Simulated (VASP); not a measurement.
## Fe2Ge: single point with PBEsol

The system is Fe2Ge.

```
Ge Fe
1.0
     4.10513    0.00000    0.00000
    -2.05256    3.55515    0.00000
     0.00000    0.00000    4.97514
Ge Fe
2 4
Cartesian
  0.0000 2.3701 3.7314
  2.0526 1.1850 1.2438
  0.0000 2.3701 1.2438
  2.0526 1.1850 3.7314
  0.0000 0.0000 2.4876
  0.0000 0.0000 0.0000
```

```json
{"Program": "VASP 6.6.1", "Task": "single point", "Functional": "PBEsol", "Potentials or basis": "VASP PAW PBE potentials, release 64 (Ge_d, Fe)", "Cutoff": "520 eV", "k mesh": "8 × 8 × 6", "Occupations": "fermi-dirac, width 0.05 eV", "Spin": "collinear spin, ferromagnetic start", "Starting moments": "[0.0, 0.0, 3.0, 3.0, 3.0, 3.0] μB"}
```

```json
{
 "Pressure": "-6.0 GPa",
 "Net moment": "7.35 μB per cell",
 "Site moments": "Ge -0.08; Fe +1.41, +2.34 (each value once) μB",
 "Valence electrons inside the program's atomic spheres": "Ge 12.53; Fe 7.43, 7.16 (each value once)"
}
```

Stress tensor (GPa, compression positive):
```
-6.00  0.00  0.00
 0.00 -6.00  0.00
 0.00  0.00 -5.88
```

Levels at points of the mesh, in eV from the Fermi level:
Spin up:
| k point | band 32 | band 33 | band 34 | band 35 | band 36 | band 37 |
| --- | --- | --- | --- | --- | --- | --- |
| (0.00, 0.00, 0.00) | -0.44 | 0.10 | 2.17 | 2.71 | 2.71 | 2.88 |
| (0.50, 0.00, 0.00) | -0.90 | -0.60 | -0.56 | -0.51 | 1.02 | 1.84 |
| (0.00, 0.00, 0.50) | -0.96 | 1.48 | 1.48 | 3.32 | 3.32 | 3.32 |
| (0.50, 0.00, 0.50) | -1.38 | -0.63 | -0.63 | 1.09 | 1.09 | 2.67 |
Spin down:
```
           k point  band 23  band 24  band 25  band 26  band 27  band 28  band 29  band 30
(0.00, 0.00, 0.00)    -0.22    -0.22    -0.14     0.49     0.61     0.61     0.81     0.81
(0.50, 0.00, 0.00)    -0.90    -0.78    -0.75    -0.73    -0.17     0.12     0.41     0.60
(0.00, 0.00, 0.50)    -0.47    -0.47     0.48     0.48     0.48     0.48     0.70     0.70
(0.50, 0.00, 0.50)    -0.91    -0.91    -0.42    -0.42     0.11     0.11     0.12     0.12
```

It took 7.6 min on 1 thread of Intel(R) Xeon(R) 6975P-C (Granite Rapids), on a shared host, peak memory 0.33 GiB.

Caveat: the cell stands under tension; the PAW data sets were made with another functional, which shifts forces and pressure a little.
